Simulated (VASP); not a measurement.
Wanted: the native input for a VASP 6.6.1 run.

```
Task                   : single point
Functional             : r2SCAN
Potentials or basis    : VASP PAW PBE potentials, release 64 (Sb, S)
Cutoff                 : 520 eV
k mesh                 : 6 × 6 × 6
Occupations            : gaussian, width 0.1 eV
Spin                   : no spin polarisation
Dipole correction      : no
Further INCAR settings : ALGO = Normal; EDIFF = 1e-06; NBANDS = 12
```

The system is SbS.

```xyz
2
Lattice="1.9109 1.1033 6.0867 -1.9109 1.1033 6.0867 0.0000 -2.2065 6.0867" Properties=species:S:1:pos:R:3 pbc="T T T"
Sb    0.0000    0.0000    0.0000
S     0.0000    0.0000    9.1300
```

The input as run:

POSCAR

```
SbS
1.0
    1.9109276654      1.1032746020      6.0866584899
   -1.9109276654      1.1032746020      6.0866584899
    0.0000000000     -2.2065492041      6.0866584899
Sb S
1 1
Direct
    0.0000000000      0.0000000000      0.0000000000
    0.5000000000      0.5000000000      0.5000000000
```

INCAR.step1

```
PREC = Accurate ; ENCUT = 520
ISMEAR = 0 ; SIGMA = 0.1
LREAL = F ; LASPH = T
NELM = 60 ; NBANDS = 12
GGA = PE ; ALGO = Normal
EDIFF = 1E-4 ; LWAVE = T
LCHARG = F
```

INCAR.step2

```
PREC = Accurate ; ENCUT = 520
EDIFF = 1E-6 ; ISMEAR = 0
SIGMA = 0.1 ; LREAL = F
LASPH = T ; NELM = 60
ALGO = Normal ; ISIF = 2
LWAVE = F ; LCHARG = F
METAGGA = R2SCAN ; LMIXTAU = T
NBANDS = 12 ; ISTART = 1
```

KPOINTS

```
regular mesh
0
Gamma
  6 6 6
```

Potentials or basis: VASP PAW PBE potentials, release 64 (Sb, S).

The run is started by

```sh
$ cat potpaw_PBE.64/Sb/POTCAR potpaw_PBE.64/S/POTCAR > POTCAR
$ cp INCAR.step1 INCAR
$ mpirun -np 1 vasp_std > vasp.out
$ cp INCAR.step2 INCAR
$ mpirun -np 1 vasp_std > vasp.out
```

Results of the run:

* Pressure: -11.0 GPa
* Band gap on the k mesh: zero (an odd number of electrons rules out a gap without spin polarisation)

Caveat: the cell stands under tension; the PAW data sets were made with another functional, which shifts forces and pressure a little; spin-orbit coupling is left out, which moves the levels of the heavy elements.

Wall time 5.7 min on 1 thread of AMD EPYC 7R13, on a shared host, peak memory 0.33 GiB.
